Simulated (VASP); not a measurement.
# ScAl (Pm-3m) in VASP: notebook

Runs on ScAl. Level: PBEsol. Tasks: single point.

Everything below comes from runs of VASP 6.6.1. Logs are shortened: lines on timing, memory, paths and dates and some standing lists are left out, and cuts for length are marked.

### 1 The cell of the first run

Symmetry: Pm-3m, No. 221, cubic system. The conventional cell has a = 3.370 Å, b = 3.370 Å, c = 3.370 Å, α = 90.00°, β = 90.00°, γ = 90.00°. Sc (site symmetry m-3m) has 8 Al at 2.92 Å and 6 Sc at 3.37 Å within 3.8 Å. Within 3.8 Å of Al (site symmetry m-3m) lie 8 Sc at 2.92 Å and 6 Al at 3.37 Å.

### 2 Single point, PBEsol

INCAR reads:

```
  PREC = Accurate
  ENCUT = 520
  EDIFF = 1E-6
  ISMEAR = 0
  SIGMA = 0.05
  LREAL = False
  LASPH = True
  NELM = 60
  ALGO = Normal
  ISIF = 2
  LWAVE = False
  LCHARG = True
  GGA = PS
  LELF = True
  LVHAR = True
  NBANDS = 14
```

KPOINTS reads:

```
regular mesh
0
Gamma
  6 6 6
```

POSCAR reads:

```
ScAl
1.0
    3.3703489700      0.0000000000      0.0000000000
    0.0000000000      3.3703489700      0.0000000000
    0.0000000000      0.0000000000      3.3703489700
Sc Al
1 1
Direct
    0.5000000000      0.5000000000      0.5000000000
    0.0000000000      0.0000000000      0.0000000000
```

Potentials or basis: VASP PAW PBE potentials, release 64 (Sc_sv, Al).

Started as:

```
$ cat potpaw_PBE.64/Sc_sv/POTCAR potpaw_PBE.64/Al/POTCAR > POTCAR
$ mpirun -np 1 vasp_std > vasp.out
```

OUTCAR:

```text
PREC = Accurate
   ENCUT = 520
   EDIFF = 1E-6
   ISMEAR = 0
   LREAL = False
   LASPH = True
   NELM = 60
   ISIF = 2
   GGA = PS

 ion  position               nearest neighbor table
   1  0.500  0.500  0.500-   2 2.92   2 2.92   2 2.92   2 2.92   2 2.92   2 2.92   2 2.92   2 2.92

   2  0.000  0.000  0.000-   1 2.92   1 2.92   1 2.92   1 2.92   1 2.92   1 2.92   1 2.92   1 2.92

  LATTYP: Found a simple cubic cell.
 ALAT       =     3.3703489700

  Lattice vectors:

 A1 = (   3.3703489700,   0.0000000000,   0.0000000000)
 A2 = (   0.0000000000,   3.3703489700,   0.0000000000)
 A3 = (   0.0000000000,   0.0000000000,   3.3703489700)

Analysis of symmetry for initial positions (statically):
=====================================================================
 Subroutine PRICEL returns:
 Original cell was already a primitive cell.

 Routine SETGRP: Setting up the symmetry group for a
 simple cubic supercell.

 Subroutine GETGRP returns: Found 48 space group operations
 (whereof 48 operations were pure point group operations)
 out of a pool of 48 trial point group operations.

The static configuration has the point symmetry O_h .

Analysis of symmetry for dynamics (positions and initial velocities):
=====================================================================
 Subroutine PRICEL returns:
 Original cell was already a primitive cell.

 Routine SETGRP: Setting up the symmetry group for a
 simple cubic supercell.

 Subroutine GETGRP returns: Found 48 space group operations
 (whereof 48 operations were pure point group operations)
 out of a pool of 48 trial point group operations.

The dynamic configuration has the point symmetry O_h .

 Subroutine INISYM returns: Found 48 space group operations
 (whereof 48 operations are pure point group operations),
 and found     1 'primitive' translations

----------------------------------------------------------------------------------------

                                     Primitive cell

  volume of cell :      38.2846

  direct lattice vectors                    reciprocal lattice vectors
     3.370348970  0.000000000  0.000000000     0.296705181  0.000000000  0.000000000
     0.000000000  3.370348970  0.000000000     0.000000000  0.296705181  0.000000000
     0.000000000  0.000000000  3.370348970     0.000000000  0.000000000  0.296705181

  length of vectors
     3.370348970  3.370348970  3.370348970     0.296705181  0.296705181  0.296705181

  position of ions in fractional coordinates (direct lattice)
[... 86 lines left out ...]
   NUPDOWN=      -1.0000    fix difference up-down
   EMIN   =  10.00;   EMAX   =-10.00  energy-range for DOS
   EFERMI =   0.00;   METHOD = LEGACY
   ISMEAR =     0;   SIGMA  =   0.05  broadening in eV -4-tet -1-fermi 0-gaus
   EFERMI_NEDOS =   21; number of points for ismear=-14 and -15
   IALGO  =     38    algorithm
   IMIX   =      4    mixing-type and parameters
     AMIX     =   0.40;   BMIX     =  1.00
     AMIX_MAG =   1.60;   BMIX_MAG =  1.00
  volume/ion in A,a.u.               =      19.14       129.18
  Fermi-wavevector in a.u.,A,eV,Ry     =   1.170692  2.212287 18.647052  1.370520
  Thomas-Fermi vector in A             =   2.307147
   LORBIT       =      0    0 simple, 1 ext, 2 COOP (PROOUT), +10 PAW based schemes
   GGA     = PS    functional components
   LHFCALC =     F    Hartree Fock is set to
   AEXX    =    0.0000 exact exchange contribution
   IVDW    =     0    specifies the selected vdW correction
   LEPSILON=     F    determine dielectric tensor
   LRPA    =     F    only Hartree local field effects (RPA)
 non-spin polarized calculation
 Gauss-broadening in eV      SIGMA  =   0.05
  energy-cutoff  :      520.00
  volume of cell :       38.28
 maximum number of plane-waves:      1064
 NGX is ok and might be reduce to    28
   NGX = 13   NGY = 13   NGZ = 13

 number of electron      14.0000002 magnetization

 Free energy of the ion-electron system (eV)
  ---------------------------------------------------
  ext. energy  EPLUGINS =         0.00000000
  ---------------------------------------------------
  free energy    TOTEN  =       -11.61471269 eV

  energy without entropy =      -11.61246657  energy(sigma->0) =      -11.61358963

 E-fermi :   6.0143     XC(G=0): -10.4065

 val. band max:        5.9548140305   @ k =   0.3333   0.0000   0.0000
 cond. band min:       6.0270938681   @ k =   0.5000   0.1667   0.0000
 fundamental gap:      0.0722798377
 Fermi energy:         6.0143313349

 k-point     1 :       0.0000    0.0000    0.0000
  band No.  band energies     occupation
      1     -43.2467      2.00000
      2     -21.9231      2.00000
      3     -21.9231      2.00000
      4     -21.9231      2.00000
      5      -2.4889      2.00000
      6       5.2996      2.00000
      7       5.2996      2.00000
      8       8.6859      0.00000
      9       8.6859      0.00000
     10       8.6859      0.00000
     11       9.7069      0.00000
     12       9.7069      0.00000
     13       9.7069      0.00000
     14      14.5931      0.00000
[... 309 lines left out ...]
      1     -43.2030      2.00000
      2     -22.0546      2.00000
      3     -22.0546      2.00000
      4     -22.0546      2.00000
      5       3.4260      2.00000
      6       3.4260      2.00000
      7       3.4260      2.00000
      8       5.5262      2.00000
      9       8.8648      0.00000
     10       8.8648      0.00000
     11       8.8648      0.00000
     12       9.7431      0.00000
     13       9.7431      0.00000
     14      12.7178      0.00000

------------------------ aborting loop because EDIFF is reached ----------------------------------------

  FORCE on cell =-STRESS in cart. coord.  units (eV):
  Direction    XX          YY          ZZ          XY          YZ          ZX
  --------------------------------------------------------------------------------------
  -------------------------------------------------------------------------------------
  Total       -0.3957964     -0.3957964     -0.3957964     -0.0000000     -0.0000000     -0.0000000
  in kB      -16.5637178    -16.5637178    -16.5637178     -0.0000000     -0.0000000     -0.0000000
  external PRESSURE =     -16.5637178 kB  Pullay stress =       0.0000000 kB

 VOLUME and BASIS-vectors are now :
 -----------------------------------------------------------------------------
  energy-cutoff  :      520.00
  volume of cell :       38.28
      direct lattice vectors                 reciprocal lattice vectors
     3.370348970  0.000000000  0.000000000     0.296705181  0.000000000  0.000000000
     0.000000000  3.370348970  0.000000000     0.000000000  0.296705181  0.000000000
     0.000000000  0.000000000  3.370348970     0.000000000  0.000000000  0.296705181

 POSITION                                       TOTAL-FORCE (eV/Angst)
 -----------------------------------------------------------------------------------
      1.68517      1.68517      1.68517         0.000000      0.000000      0.000000
      0.00000      0.00000      0.00000         0.000000      0.000000      0.000000
 -----------------------------------------------------------------------------------
    total drift:                                0.000000      0.000000      0.000000

  FREE ENERGIE OF THE ION-ELECTRON SYSTEM (eV)
  ---------------------------------------------------
  free  energy   TOTEN  =       -11.6147126850 eV

  energy  without entropy=      -11.6124665722  energy(sigma->0) =      -11.61358963
```

Run time: 20 s. Hardware: 1 thread of Intel Xeon 8259CL, shared host; peak memory 0.16 GiB.

What came out:

```
Free energy            : -11.6147 eV
Pressure               : -1.7 GPa
Band gap on the k mesh : zero (band 7 reaches 6.24 eV, above the bottom of band 8 at 5.13 eV)
```

Caveat: the PAW data sets were made with another functional, which shifts forces and pressure a little.

### 3 Single point, PBEsol

INCAR reads:

```
SYSTEM = ScAl
ALGO = Normal ; EDIFF = 1E-6
ENCUT = 520 ; GGA = PS
ISIF = 2 ; ISMEAR = 0
LASPH = .True. ; LCHARG = .False.
LREAL = .False. ; LWAVE = .False.
NBANDS = 14 ; NELM = 100
PREC = Accurate ; SIGMA = 0.1
```

KPOINTS reads:

```
k-points
0
Gamma
  6 6 6
  0 0 0
```

POSCAR is that of step 2.

Potentials or basis: VASP PAW PBE potentials, release 64 (Sc_sv, Al).

Started as:

```
$ cat potpaw_PBE.64/Sc_sv/POTCAR potpaw_PBE.64/Al/POTCAR > POTCAR
$ mpirun -np 1 vasp_std > vasp.out
```

OUTCAR:

```text
SYSTEM = ScAl
   EDIFF = 1E-6
   ENCUT = 520
   GGA = PS
   ISIF = 2
   ISMEAR = 0
   LASPH = .True.
   LREAL = .False.
   NELM = 100
   PREC = Accurate

 ion  position               nearest neighbor table
   1  0.500  0.500  0.500-   2 2.92   2 2.92   2 2.92   2 2.92   2 2.92   2 2.92   2 2.92   2 2.92

   2  0.000  0.000  0.000-   1 2.92   1 2.92   1 2.92   1 2.92   1 2.92   1 2.92   1 2.92   1 2.92

  LATTYP: Found a simple cubic cell.
 ALAT       =     3.3703489700

  Lattice vectors:

 A1 = (   3.3703489700,   0.0000000000,   0.0000000000)
 A2 = (   0.0000000000,   3.3703489700,   0.0000000000)
 A3 = (   0.0000000000,   0.0000000000,   3.3703489700)

Analysis of symmetry for initial positions (statically):
=====================================================================
 Subroutine PRICEL returns:
 Original cell was already a primitive cell.

 Routine SETGRP: Setting up the symmetry group for a
 simple cubic supercell.

 Subroutine GETGRP returns: Found 48 space group operations
 (whereof 48 operations were pure point group operations)
 out of a pool of 48 trial point group operations.

The static configuration has the point symmetry O_h .

Analysis of symmetry for dynamics (positions and initial velocities):
=====================================================================
 Subroutine PRICEL returns:
 Original cell was already a primitive cell.

 Routine SETGRP: Setting up the symmetry group for a
 simple cubic supercell.

 Subroutine GETGRP returns: Found 48 space group operations
 (whereof 48 operations were pure point group operations)
 out of a pool of 48 trial point group operations.

The dynamic configuration has the point symmetry O_h .

 Subroutine INISYM returns: Found 48 space group operations
 (whereof 48 operations are pure point group operations),
 and found     1 'primitive' translations

----------------------------------------------------------------------------------------
[... 117 lines left out ...]
   LEPSILON=     F    determine dielectric tensor
   LRPA    =     F    only Hartree local field effects (RPA)
 non-spin polarized calculation
 Gauss-broadening in eV      SIGMA  =   0.10
  energy-cutoff  :      520.00
  volume of cell :       38.28
 maximum number of plane-waves:      1064
 NGX is ok and might be reduce to    28
   NGX = 13   NGY = 13   NGZ = 13

 number of electron      14.0000002 magnetization

 Free energy of the ion-electron system (eV)
  ---------------------------------------------------
  ext. energy  EPLUGINS =         0.00000000
  ---------------------------------------------------
  free energy    TOTEN  =       -11.61749615 eV

  energy without entropy =      -11.61119175  energy(sigma->0) =      -11.61434395

 E-fermi :   5.9997     XC(G=0): -10.4067

 val. band max:        5.9528024292   @ k =   0.3333   0.0000   0.0000
 cond. band min:       6.0259919549   @ k =   0.5000   0.1667   0.0000
 fundamental gap:      0.0731895257
 Fermi energy:         5.9997475591

 k-point     1 :       0.0000    0.0000    0.0000
  band No.  band energies     occupation
      1     -43.2511      2.00000
      2     -21.9272      2.00000
      3     -21.9272      2.00000
      4     -21.9272      2.00000
      5      -2.4886      2.00000
      6       5.2980      2.00000
      7       5.2980      2.00000
      8       8.6827      0.00000
      9       8.6827      0.00000
     10       8.6827      0.00000
     11       9.7072      0.00000
     12       9.7072      0.00000
     13       9.7072      0.00000
     14      14.5922      0.00000
[... 309 lines left out ...]
      1     -43.2074      2.00000
      2     -22.0587      2.00000
      3     -22.0587      2.00000
      4     -22.0587      2.00000
      5       3.4255      2.00000
      6       3.4255      2.00000
      7       3.4255      2.00000
      8       5.5272      2.00000
      9       8.8644      0.00000
     10       8.8644      0.00000
     11       8.8644      0.00000
     12       9.7396      0.00000
     13       9.7396      0.00000
     14      12.7154      0.00000

------------------------ aborting loop because EDIFF is reached ----------------------------------------

  FORCE on cell =-STRESS in cart. coord.  units (eV):
  Direction    XX          YY          ZZ          XY          YZ          ZX
  --------------------------------------------------------------------------------------
  -------------------------------------------------------------------------------------
  Total       -0.3855441     -0.3855441     -0.3855441     -0.0000000     -0.0000000     -0.0000000
  in kB      -16.1346684    -16.1346684    -16.1346684     -0.0000000     -0.0000000     -0.0000000
  external PRESSURE =     -16.1346684 kB  Pullay stress =       0.0000000 kB

 VOLUME and BASIS-vectors are now :
 -----------------------------------------------------------------------------
  energy-cutoff  :      520.00
  volume of cell :       38.28
      direct lattice vectors                 reciprocal lattice vectors
     3.370348970  0.000000000  0.000000000     0.296705181  0.000000000  0.000000000
     0.000000000  3.370348970  0.000000000     0.000000000  0.296705181  0.000000000
     0.000000000  0.000000000  3.370348970     0.000000000  0.000000000  0.296705181

 POSITION                                       TOTAL-FORCE (eV/Angst)
 -----------------------------------------------------------------------------------
      1.68517      1.68517      1.68517         0.000000      0.000000      0.000000
      0.00000      0.00000      0.00000         0.000000      0.000000      0.000000
 -----------------------------------------------------------------------------------
    total drift:                                0.000000      0.000000      0.000000

  FREE ENERGIE OF THE ION-ELECTRON SYSTEM (eV)
  ---------------------------------------------------
  free  energy   TOTEN  =       -11.6174961481 eV

  energy  without entropy=      -11.6111917481  energy(sigma->0) =      -11.61434395
```

stdout:

```text
POSCAR found type information on POSCAR ScAl
 POSCAR found :  2 types and       2 ions
 scaLAPACK will be used
 -----------------------------------------------------------------------------
|                                                                             |
|                                                                             |
|     You enforced a specific xc type in the INCAR file but a different       |
|     I HOPE YOU KNOW WHAT YOU ARE DOING!                                     |
|                                                                             |
 -----------------------------------------------------------------------------

 LDA part: xc-table for (Slater+PW92), standard interpolation
 POSCAR, INCAR and KPOINTS ok, starting setup
 FFT: planning ... GRIDC
 FFT: planning ... GRID_SOFT
 FFT: planning ... GRID
 WAVECAR not read
 entering main loop
```

It took 19 s on 1 thread of Intel Xeon 8259CL, shared host; peak memory 0.16 GiB.

What came out:

| Item | Value |
| --- | --- |
| Free energy | -11.6175 eV |
| Pressure | -1.6 GPa |
| Band gap on the k mesh | zero (band 7 reaches 6.24 eV, above the bottom of band 8 at 5.12 eV) |

Caveat: the PAW data sets were made with another functional, which shifts forces and pressure a little.
